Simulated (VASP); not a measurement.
Here is a VASP 6.6.1 calculation.

The input INCAR:

```
SYSTEM = WSe2
PREC = Accurate
ENCUT = 520
EDIFF = 1E-7
ISMEAR = 0
SIGMA = 0.05
LREAL = .FALSE.
LASPH = .TRUE.
NELM = 80
ALGO = Normal
ISIF = 2
LWAVE = .FALSE.
LCHARG = .FALSE.
GGA = PS
NBANDS = 20
```

File KPOINTS:

```
regular mesh
0
G
  12 12 2
  0 0 0
```

File POSCAR:

```
WSe2
1.0
    3.3179375931      0.0000000000      0.0000000000
   -1.6589687966      2.8734182438      0.0000000000
    0.0000000000      0.0000000000     16.6581424200
W Se
1 2
Direct
    0.0000000000      0.0000000000      0.0000000000
    0.4341810775      0.7404923392      0.0997865200
    0.2324855892      0.5928409941      0.9002134800
```

Potentials or basis: VASP PAW PBE potentials, release 64 (W_sv, Se).

Run with:

```bash
$ cat potpaw_PBE.64/W_sv/POTCAR potpaw_PBE.64/Se/POTCAR > POTCAR
$ mpirun -np 1 vasp_std > vasp.out
```

(1) What does it give for the band gap on the k mesh?

(2) What does it give for the largest force?

Results:

(1) 1.37 eV, direct.

(2) 3.148 eV/Å.

Caveat: the cell differs from its parent crystal (mode 4 (170.3 1/cm) frozen in, largest displacement -0.300 Å); the PAW data sets were made with another functional, which shifts forces and pressure a little; spin-orbit coupling is left out, which moves the levels of the heavy elements.
